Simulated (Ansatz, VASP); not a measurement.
## Re in VASP and in Ansatz

File INCAR:

```
SYSTEM = Re
PREC = Accurate
ENCUT = 520
EDIFF = 1E-6
ISMEAR = 0
SIGMA = 0.15
LREAL = .False.
LASPH = .True.
NELM = 100
ALGO = Normal
ISIF = 2
LWAVE = .False.
LCHARG = .False.
GGA = PE
NBANDS = 10
```

File KPOINTS:

```
Automatic mesh
0
Gamma
  10 10 10
  0 0 0
```

POSCAR

```
Re
1.0
    0.0000000000      1.9577236186      1.9038862191
    1.7962114201      0.0000000000      1.9038862191
    1.7962114201      1.9577236186      0.0000000000
Re
1
Direct
    0.0000000000      0.0000000000      0.0000000000
```

Input for Ansatz:

```yaml
crystal:
  lattice:
    - [0.0, 1.9577236186, 1.9038862191]
    - [1.7962114201, 0.0, 1.9038862191]
    - [1.7962114201, 1.9577236186, 0.0]
  atoms:
    - { symbol: Re, position: [0.0, 0.0, 0.0] }
basis:
  ecutwfc: 420
kpoints:
  mp_grid: { grid: [10, 10, 10] }
hamiltonian:
  xc: pbe
scf:
  occupations: { method: gaussian, width: 0.15 }
output:
  forces: true
  stress: true
  eigenvalues: true
```

Change from the starting cell: normal strain along x -0.0825, normal strain along z -0.0275.

Alike in both runs: task single point; functional PBE; k mesh 10 × 10 × 10; occupations gaussian, width 0.15 eV; no spin polarisation.

|  | VASP | Ansatz |
| --- | --- | --- |
| version | VASP 6.6.1 | Ansatz 0.2.0 |
| potentials or method | VASP PAW PBE potentials, release 64 (Re), cutoff 520 eV | scalar-relativistic, plane waves, PAW |
| valence electrons in the cell | 7 | 15 |

```tsv
	VASP	Ansatz	Ansatz less VASP
gap on the k mesh at the Fermi level (eV)	none	none	-
pressure (GPa)	54.1	53.6	-0.50
traceless stress, the component that is largest in VASP (GPa)	15.08	15.14	+0.061
```

A gap of «none» marks a metal or a gap that the smearing closes. Both programs put the cell under a high pressure, so it lies far from rest at this level. With one functional, cell and mesh, what is left measures potentials, basis and numerics. VASP's potentials hold 7 valence electrons a cell and Ansatz's 15, so a difference there can come from the potentials and not from the codes.

Neither program's run includes spin-orbit coupling.
